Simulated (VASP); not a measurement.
# Ni: single point with PBE

The system is Ni.

```
Ni
1.0
     0.00000    2.61471    2.61471
     2.61471    0.00000    2.61471
     2.61471    2.61471    0.00000
Ni
2
Direct
  0.12500 0.12500 0.12500
  0.87500 0.87500 0.87500
```

This cell differs from its parent crystal: volume scaled by 1.08.

```yaml
Program: VASP 6.6.1
Task: single point
Functional: PBE
Potentials_or_basis: VASP PAW PBE potentials, release 64 (Ni)
Cutoff: 520 eV
k_mesh: 12 × 12 × 12
Occupations: fermi-dirac, width 0.1 eV
Spin: no spin polarisation
Dipole_correction: no
Further_INCAR_settings: ALGO = Normal; EDIFF = 1e-06; NBANDS = 17
```

- Pressure: -5.7 GPa
- Band gap on the k mesh: zero (band 10 reaches 3.86 eV, above the bottom of band 11 at 3.60 eV)

Levels at points of the mesh, in eV from the Fermi level:
```tsv
k point	band 8	band 9	band 10	band 11	band 12	band 13
(0.00, 0.00, 0.00)	-0.95	-0.95	-0.09	-0.09	11.23	11.23
(0.50, 0.00, 0.00)	-0.67	-0.67	-0.21	-0.21	0.80	8.25
(0.50, 0.50, 0.00)	-1.15	-0.09	-0.09	1.27	1.27	4.47
```

It took 32 s on 1 thread of Intel(R) Xeon(R) Platinum 8259CL CPU @ 2.50GHz (Skylake/Cascade Lake), on a shared host, peak memory 0.17 GiB.

Caveat: the run has no spin polarisation, though such a crystal can be magnetic. Spin polarisation is off, so any magnetic state and its effect on volume and gap are missing.
